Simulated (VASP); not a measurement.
# BN (P6_3/mmc) in VASP: further runs

Runs on BN. Level: PBEsol. Tasks: single point.

Everything below comes from runs of VASP 6.6.1. Logs are shortened: lines on timing, memory, paths and dates and some standing lists are left out, and cuts for length are marked.

### 1 The cell of the first run

Symmetry: P6_3/mmc, No. 194, hexagonal system. Conventional cell: a = 2.504 Å, b = 2.504 Å, c = 6.528 Å, α = 90.00°, β = 90.00°, γ = 120.00°. B (site symmetry -6m2) has 3 N at 1.45 Å within 1.9 Å. N (site symmetry -6m2) has 3 B at 1.45 Å within 1.9 Å.

### 2 Single point, PBEsol (zz strain of -2 %)

INCAR reads:

```
PREC     = Accurate       # precision mode
ENCUT    = 520            # plane-wave cutoff, eV
EDIFF    = 1E-6           # SCF threshold, eV
ISMEAR   = -1             # smearing method
SIGMA    = 0.02           # smearing width, eV
LREAL    = F              # projectors in reciprocal space
LASPH    = T              # aspherical terms in the spheres
NELM     = 100            # most SCF steps
ALGO     = Normal         # electronic algorithm
ISIF     = 2              # what is computed and relaxed
LWAVE    = F              # write WAVECAR
LCHARG   = T              # write CHGCAR
GGA      = PS             # functional
LELF     = T              # ELF
LVHAR    = T            
NBANDS   = 16             # bands
```

KPOINTS reads:

```
Automatic mesh
0
Gamma
  11 11 4
```

POSCAR reads:

```
BN
1.0
    2.5039917043      0.0000000000      0.0000000000
   -1.2519958522      2.1685204268      0.0000000000
    0.0000000000      0.0000000000      6.5279760000
B N
2 2
Direct
    0.3333333333      0.6666666667      0.2500000000
    0.6666666667      0.3333333333      0.7500000000
    0.3333333333      0.6666666667      0.7500000000
    0.6666666667      0.3333333333      0.2500000000
```

Potentials or basis: VASP PAW PBE potentials, release 64 (B, N).

Run with:

```console
cat potpaw_PBE.64/B/POTCAR potpaw_PBE.64/N/POTCAR > POTCAR
mpirun -np 1 vasp_std > vasp.out
```

OUTCAR:

```text
PREC = Accurate
   ENCUT = 520
   EDIFF = 1E-6
   ISMEAR = -1
   LREAL = F
   LASPH = T
   NELM = 100
   ISIF = 2
   GGA = PS

 ion  position               nearest neighbor table
   1  0.333  0.667  0.250-   4 1.45   4 1.45   4 1.45
   2  0.667  0.333  0.750-   3 1.45   3 1.45   3 1.45
   3  0.333  0.667  0.750-   2 1.45   2 1.45   2 1.45
   4  0.667  0.333  0.250-   1 1.45   1 1.45   1 1.45

  LATTYP: Found a hexagonal cell.
 ALAT       =     2.5039917043
 C/A-ratio  =     2.6070278064

  Lattice vectors:

 A1 = (   2.5039917043,   0.0000000000,   0.0000000000)
 A2 = (  -1.2519958522,   2.1685204268,   0.0000000000)
 A3 = (   0.0000000000,   0.0000000000,   6.5279760000)

Analysis of symmetry for initial positions (statically):
=====================================================================
 Subroutine PRICEL returns:
 Original cell was already a primitive cell.

 Routine SETGRP: Setting up the symmetry group for a
 hexagonal supercell.

 Subroutine GETGRP returns: Found 24 space group operations
 (whereof 12 operations were pure point group operations)
 out of a pool of 24 trial point group operations.

The static configuration has the point symmetry D_3d.
 The point group associated with its full space group is D_6h.

Analysis of symmetry for dynamics (positions and initial velocities):
=====================================================================
 Subroutine PRICEL returns:
 Original cell was already a primitive cell.

 Routine SETGRP: Setting up the symmetry group for a
 hexagonal supercell.

 Subroutine GETGRP returns: Found 24 space group operations
 (whereof 12 operations were pure point group operations)
 out of a pool of 24 trial point group operations.

The dynamic configuration has the point symmetry D_3d.
 The point group associated with its full space group is D_6h.

 Subroutine INISYM returns: Found 24 space group operations
 (whereof 12 operations are pure point group operations),
 and found     1 'primitive' translations

----------------------------------------------------------------------------------------

                                     Primitive cell

  volume of cell :      35.4466

  direct lattice vectors                    reciprocal lattice vectors
     2.503991704  0.000000000  0.000000000     0.399362345  0.230571958  0.000000000
    -1.251995852  2.168520427  0.000000000     0.000000000  0.461143915  0.000000000
     0.000000000  0.000000000  6.527976000     0.000000000  0.000000000  0.153186838

  length of vectors
     2.503991704  2.503991704  6.527976000     0.461143915  0.461143915  0.153186838

  position of ions in fractional coordinates (direct lattice)
     0.333333333  0.666666667  0.250000000
     0.666666667  0.333333333  0.750000000
     0.333333333  0.666666667  0.750000000
     0.666666667  0.333333333  0.250000000

  ion indices of the primitive-cell ions
   primitive index   ion index
                 1           1
                 2           2
                 3           3
                 4           4

----------------------------------------------------------------------------------------

 KPOINTS: Automatic mesh

Automatic generation of k-mesh.
 Grid dimensions read from file:
 generate k-points for:   11   11    4

 Generating k-lattice:

  Cartesian coordinates                     Fractional coordinates (reciprocal lattice)
     0.036305668  0.020961087  0.000000000     0.090909091  0.000000000  0.000000000
     0.000000000  0.041922174  0.000000000     0.000000000  0.090909091  0.000000000
     0.000000000  0.000000000  0.038296709     0.000000000  0.000000000  0.250000000

  Length of vectors
     0.041922174  0.041922174  0.038296709

  Shift w.r.t. Gamma in fractional coordinates (k-lattice)
     0.000000000  0.000000000  0.000000000

 Subroutine IBZKPT returns following result:
 ===========================================

 Found     48 irreducible k-points:

 Following reciprocal coordinates:
            Coordinates               Weight
  0.000000  0.000000  0.000000      1.000000
  0.090909 -0.000000  0.000000      6.000000
  0.181818 -0.000000  0.000000      6.000000
  0.272727  0.000000  0.000000      6.000000
  0.363636 -0.000000  0.000000      6.000000
  0.454545 -0.000000  0.000000      6.000000
[... 16 lines left out ...]
  0.090909  0.090909  0.250000     12.000000
  0.181818  0.090909  0.250000     24.000000
 [... further k-points ...]
   k-points           NKPTS =     48   k-points in BZ     NKDIM =     48   number of bands    NBANDS=     16
   number of dos      NEDOS =    301   number of ions     NIONS =      4
   total plane-waves  NPLWV =  20000
   dimension x,y,z NGX =    20 NGY =   20 NGZ =   50
   dimension x,y,z NGXF=    40 NGYF=   40 NGZF=  100
   ions per type =               2   2
   NGX,Y,Z   is equivalent  to a cutoff of  13.28, 13.28, 12.73 a.u.
   NGXF,Y,Z  is equivalent  to a cutoff of  26.56, 26.56, 25.47 a.u.
 SYSTEM =  unknown system
   PREC   = accura    normal or accurate (medium, high low for compatibility)
   ISTART =      0    job   : 0-new  1-cont  2-samecut
   ICHARG =      2    charge: 1-file 2-atom 10-const
   ISPIN  =      1    spin polarized calculation?
   LNONCOLLINEAR =      F non collinear calculations
   LSORBIT =      F    spin-orbit coupling
   LASPH  =      T    aspherical Exc in radial PAW
   ENCUT  =  520.0 eV  38.22 Ry    6.18 a.u.   4.66  4.66 12.14*2*pi/ulx,y,z
   NELM   =    100;   NELMIN=  2; NELMDL= -5     # of ELM steps
   EDIFF  = 0.1E-05   stopping-criterion for ELM
   LREAL  =      F    real-space projection
   EDIFFG = 0.1E-04   stopping-criterion for IOM
   NSW    =      0    number of steps for IOM
   IBRION =     -1    ionic relax: 0-MD 1-quasi-New 2-CG
   NFREE  =      0    steps in history (QN), initial steepest desc. (CG)
   ISIF   =      2    stress and relaxation
   ISYM   =      2    0-nonsym 1-usesym 2-fastsym
   POTIM  = 0.5000    time-step for ionic-motion
   TEBEG  =    0.0;   TEEND  =   0.0 temperature during run
   PSTRESS=    0.0 pullay stress
   NELECT =      16.0000    total number of electrons
   NUPDOWN=      -1.0000    fix difference up-down
   EMIN   =  10.00;   EMAX   =-10.00  energy-range for DOS
   EFERMI =   0.00;   METHOD = LEGACY
   ISMEAR =    -1;   SIGMA  =   0.02  broadening in eV -4-tet -1-fermi 0-gaus
   EFERMI_NEDOS =   21; number of points for ismear=-14 and -15
   IALGO  =     38    algorithm
   IMIX   =      4    mixing-type and parameters
     AMIX     =   0.40;   BMIX     =  1.00
     AMIX_MAG =   1.60;   BMIX_MAG =  1.00
  volume/ion in A,a.u.               =       8.86        59.80
  Fermi-wavevector in a.u.,A,eV,Ry     =   1.255808  2.373133 21.457112  1.577053
  Thomas-Fermi vector in A             =   2.389546
   LORBIT       =      0    0 simple, 1 ext, 2 COOP (PROOUT), +10 PAW based schemes
   GGA     = PS    functional components
   LHFCALC =     F    Hartree Fock is set to
   AEXX    =    0.0000 exact exchange contribution
   IVDW    =     0    specifies the selected vdW correction
   LEPSILON=     F    determine dielectric tensor
   LRPA    =     F    only Hartree local field effects (RPA)
 non-spin polarized calculation
  energy-cutoff  :      520.00
  volume of cell :       35.45
 maximum number of plane-waves:       973
 NGX is ok and might be reduce to    20
   NGX =  9   NGY =  9   NGZ = 25

 number of electron      15.9999997 magnetization

 Free energy of the ion-electron system (eV)
  ---------------------------------------------------
  ext. energy  EPLUGINS =         0.00000000
  ---------------------------------------------------
  free energy    TOTEN  =       -36.56096204 eV

  energy without entropy =      -36.56096204  energy(sigma->0) =      -36.56096204

 E-fermi :   2.8712     XC(G=0): -10.4177

 val. band max:        2.3588511060   @ k =   0.3636   0.2727   0.0000
 cond. band min:       6.5603376582   @ k =   0.4545   0.0909   0.0000
 fundamental gap:      4.2014865522
 Fermi energy:         2.8711864613

 k-point     1 :       0.0000    0.0000    0.0000
  band No.  band energies     occupation
      1     -15.4529      2.00000
      2     -15.1072      2.00000
      3      -4.0452      2.00000
      4      -1.6796      2.00000
      5       1.0206      2.00000
      6       1.0206      2.00000
[... 8 lines left out ...]
     15      14.6348      0.00000
     16      15.3389      0.00000

 k-point     2 :       0.0909   -0.0000    0.0000
  band No.  band energies     occupation
      1     -15.2900      2.00000
      2     -14.9506      2.00000
      3      -3.8216      2.00000
      4      -1.4806      2.00000
      5       0.3598      2.00000
      6       0.4004      2.00000
[... 8 lines left out ...]
     15      14.7294      0.00000
     16      15.1994      0.00000

 k-point     3 :       0.1818   -0.0000    0.0000
  band No.  band energies     occupation
      1     -14.8118      2.00000
      2     -14.4917      2.00000
      3      -3.1604      2.00000
      4      -1.2744      2.00000
      5      -1.2203      2.00000
      6      -0.8987      2.00000
[... 8 lines left out ...]
     15      16.4559      0.00000
     16      16.5494      0.00000

 k-point     4 :       0.2727    0.0000    0.0000
  band No.  band energies     occupation
      1     -14.0572      2.00000
      2     -13.7721      2.00000
      3      -3.2751      2.00000
      4      -3.1925      2.00000
      5      -2.0979      2.00000
      6      -0.8097      2.00000
[... 8 lines left out ...]
     15      17.7256      0.00000
     16      19.0057      0.00000
[... 324 lines left out ...]
 k-point    22 :       0.4545   -0.0000    0.2500
  band No.  band energies     occupation
      1     -12.3271      2.00000
      2     -12.2415      2.00000
      3      -6.4019      2.00000
      4      -6.3412      2.00000
      5      -1.7570      2.00000
      6      -1.7021      2.00000
[... 8 lines left out ...]
     15      18.0614      0.00000
     16      20.6692      0.00000

 k-point    23 :       0.0909    0.0909    0.2500
  band No.  band energies     occupation
      1     -14.9242      2.00000
      2     -14.6935      2.00000
      3      -3.1044      2.00000
      4      -1.5223      2.00000
      5      -0.6770      2.00000
      6      -0.6444      2.00000
[... 8 lines left out ...]
     15      15.6549      0.00000
     16      16.1402      0.00000

 k-point    24 :       0.1818    0.0909    0.2500
  band No.  band energies     occupation
      1     -14.3091      2.00000
      2     -14.0972      2.00000
      3      -2.4331      2.00000
      4      -2.3355      2.00000
      5      -2.1698      2.00000
      6      -0.8086      2.00000
[... 8 lines left out ...]
     15      17.2314      0.00000
     16      17.3302      0.00000

 [... further k-points ...]
[... 5 lines left out ...]
  --------------------------------------------------------------------------------------
  -------------------------------------------------------------------------------------
  Total        0.1813565      0.1813565      0.2687540     -0.0000000      0.0000000      0.0000000
  in kB        8.1972597      8.1972597     12.1476008     -0.0000000      0.0000000      0.0000000
  external PRESSURE =       9.5140401 kB  Pullay stress =       0.0000000 kB

 VOLUME and BASIS-vectors are now :
 -----------------------------------------------------------------------------
  energy-cutoff  :      520.00
  volume of cell :       35.45
      direct lattice vectors                 reciprocal lattice vectors
     2.503991704  0.000000000  0.000000000     0.399362345  0.230571958  0.000000000
    -1.251995852  2.168520427  0.000000000     0.000000000  0.461143915  0.000000000
     0.000000000  0.000000000  6.527976000     0.000000000  0.000000000  0.153186838

 POSITION                                       TOTAL-FORCE (eV/Angst)
 -----------------------------------------------------------------------------------
     -0.00000      1.44568      1.63199        -0.000000     -0.000000      0.000000
      1.25200      0.72284      4.89598         0.000000      0.000000      0.000000
     -0.00000      1.44568      4.89598         0.000000      0.000000      0.000000
      1.25200      0.72284      1.63199        -0.000000      0.000000      0.000000
 -----------------------------------------------------------------------------------
    total drift:                                0.000000     -0.000000      0.000000

  FREE ENERGIE OF THE ION-ELECTRON SYSTEM (eV)
  ---------------------------------------------------
  free  energy   TOTEN  =       -36.5609620449 eV

  energy  without entropy=      -36.5609620449  energy(sigma->0) =      -36.56096204
```

Run time: 32 s. Hardware: 1 thread of Intel Xeon 8259CL, shared host; peak memory 0.16 GiB.

What came out:

```yaml
Free_energy: -36.5610 eV
Pressure: 1.0 GPa
Band_gap_on_the_k_mesh: 4.20 eV, indirect (least direct gap 4.54 eV)
```

Stress tensor (GPa, compression positive):
```
0.82 0.00 0.00
0.00 0.82 0.00
0.00 0.00 1.21
```

Caveat: the cell differs from its parent crystal (zz strain of -2 %); the PAW data sets were made with another functional, which shifts forces and pressure a little; this functional lacks dispersion, which binds the layers, so the pressure and a relaxed spacing across them are unreliable.

### 3 Single point, PBEsol (equal xx and yy strain of -1 %)

INCAR reads:

```
SYSTEM = BN
  PREC = Accurate
  ENCUT = 520
  EDIFF = 1E-7
  ISMEAR = -1
  SIGMA = 0.02
  LREAL = .False.
  LASPH = .True.
  NELM = 100
  ALGO = Normal
  ISIF = 2
  LWAVE = .False.
  LCHARG = .False.
  GGA = PS
  NBANDS = 16
```

KPOINTS reads:

```
regular mesh
0
Gamma
  11 11 4
  0 0 0
```

POSCAR reads:

```
BN
1.0
    2.4789517873      0.0000000000      0.0000000000
   -1.2394758937      2.1468352225      0.0000000000
    0.0000000000      0.0000000000      6.6612000000
B N
2 2
Direct
    0.3333333333      0.6666666667      0.2500000000
    0.6666666667      0.3333333333      0.7500000000
    0.3333333333      0.6666666667      0.7500000000
    0.6666666667      0.3333333333      0.2500000000
```

Potentials or basis: VASP PAW PBE potentials, release 64 (B, N).

Run with:

```console
cat potpaw_PBE.64/B/POTCAR potpaw_PBE.64/N/POTCAR > POTCAR
mpirun -np 1 vasp_std > vasp.out
```

OUTCAR:

```text
SYSTEM = BN
   PREC = Accurate
   ENCUT = 520
   EDIFF = 1E-7
   ISMEAR = -1
   LREAL = .False.
   LASPH = .True.
   NELM = 100
   ISIF = 2
   GGA = PS

 ion  position               nearest neighbor table
   1  0.333  0.667  0.250-   4 1.43   4 1.43   4 1.43
   2  0.667  0.333  0.750-   3 1.43   3 1.43   3 1.43
   3  0.333  0.667  0.750-   2 1.43   2 1.43   2 1.43
   4  0.667  0.333  0.250-   1 1.43   1 1.43   1 1.43

  LATTYP: Found a hexagonal cell.
 ALAT       =     2.4789517873
 C/A-ratio  =     2.6871034903

[... 646 lines left out ...]
     16      17.5413      0.00000

 [... further k-points ...]
[... 5 lines left out ...]
  --------------------------------------------------------------------------------------
  -------------------------------------------------------------------------------------
  Total        2.6800867      2.6800867      0.1656761     -0.0000000      0.0000000      0.0000000
  in kB      121.1267764    121.1267764      7.4877485     -0.0000000      0.0000000      0.0000000
  external PRESSURE =      83.2471004 kB  Pullay stress =       0.0000000 kB

 VOLUME and BASIS-vectors are now :
 -----------------------------------------------------------------------------
  energy-cutoff  :      520.00
  volume of cell :       35.45
      direct lattice vectors                 reciprocal lattice vectors
     2.478951787  0.000000000  0.000000000     0.403396309  0.232900967  0.000000000
    -1.239475894  2.146835223  0.000000000     0.000000000  0.465801935  0.000000000
     0.000000000  0.000000000  6.661200000     0.000000000  0.000000000  0.150123101

 POSITION                                       TOTAL-FORCE (eV/Angst)
 -----------------------------------------------------------------------------------
     -0.00000      1.43122      1.66530         0.000000      0.000000      0.000000
      1.23948      0.71561      4.99590        -0.000000      0.000000      0.000000
     -0.00000      1.43122      4.99590         0.000000     -0.000000      0.000000
      1.23948      0.71561      1.66530         0.000000     -0.000000      0.000000
 -----------------------------------------------------------------------------------
    total drift:                                0.000000     -0.000000      0.000000

  FREE ENERGIE OF THE ION-ELECTRON SYSTEM (eV)
  ---------------------------------------------------
  free  energy   TOTEN  =       -36.5367955632 eV

  energy  without entropy=      -36.5367955632  energy(sigma->0) =      -36.53679556
```

Wall time 32 s (1 thread of Intel Xeon 8259CL, shared host); peak memory 0.15 GiB.

Results:

| Property | Result |
| --- | --- |
| Free energy | -36.5368 eV |
| Pressure | 8.3 GPa |
| Band gap on the k mesh | 4.28 eV, indirect (least direct gap 4.68 eV) |

Caveat: the cell differs from its parent crystal (equal xx and yy strain of -1 %); the PAW data sets were made with another functional, which shifts forces and pressure a little; this functional lacks dispersion, which binds the layers, so the pressure and a relaxed spacing across them are unreliable.

### 4 Single point, PBEsol (zz strain of -1 %)

INCAR reads:

```
PREC = Accurate
ENCUT = 520
EDIFF = 1E-7
ISMEAR = -1
SIGMA = 0.02
LREAL = False
LASPH = True
NELM = 100
ALGO = Normal
ISIF = 2
LWAVE = False
LCHARG = True
GGA = PS
LELF = True
LVHAR = True
NBANDS = 16
```

KPOINTS reads:

```
regular mesh
0
Gamma
  11 11 4
```

POSCAR reads:

```
BN
1.0
    2.5039917043      0.0000000000      0.0000000000
   -1.2519958522      2.1685204268      0.0000000000
    0.0000000000      0.0000000000      6.5945880000
B N
2 2
Direct
    0.3333333333      0.6666666667      0.2500000000
    0.6666666667      0.3333333333      0.7500000000
    0.3333333333      0.6666666667      0.7500000000
    0.6666666667      0.3333333333      0.2500000000
```

Run with:

```console
cat potpaw_PBE.64/B/POTCAR potpaw_PBE.64/N/POTCAR > POTCAR
mpirun -np 1 vasp_std > vasp.out
```

Run time: 45 s. Hardware: 1 thread of Intel Xeon 8259CL, shared host; peak memory 0.16 GiB.

Results (log left out):

```yaml
Free_energy: -36.5637 eV
Pressure: 0.8 GPa
Band_gap_on_the_k_mesh: 4.22 eV, indirect (least direct gap 4.57 eV)
```

Stress tensor (GPa, compression positive):
```
0.79 0.00 0.00
0.00 0.79 0.00
0.00 0.00 0.94
```

Levels at points of the mesh, in eV from the valence-band top:
| k point | band 5 | band 6 | band 7 | band 8 | band 9 | band 10 | band 11 | band 12 |
| --- | --- | --- | --- | --- | --- | --- | --- | --- |
| (0.00, 0.00, 0.00) | -1.34 | -1.34 | -1.30 | -1.30 | 5.07 | 10.23 | 11.47 | 11.47 |
| (0.00, 0.00, 0.50) | -1.32 | -1.32 | -1.32 | -1.32 | 7.51 | 7.51 | 11.54 | 11.54 |

Caveat: the cell differs from its parent crystal (zz strain of -1 %); the PAW data sets were made with another functional, which shifts forces and pressure a little; this functional lacks dispersion, which binds the layers, so the pressure and a relaxed spacing across them are unreliable.

(Continued in part 2 of 2.)
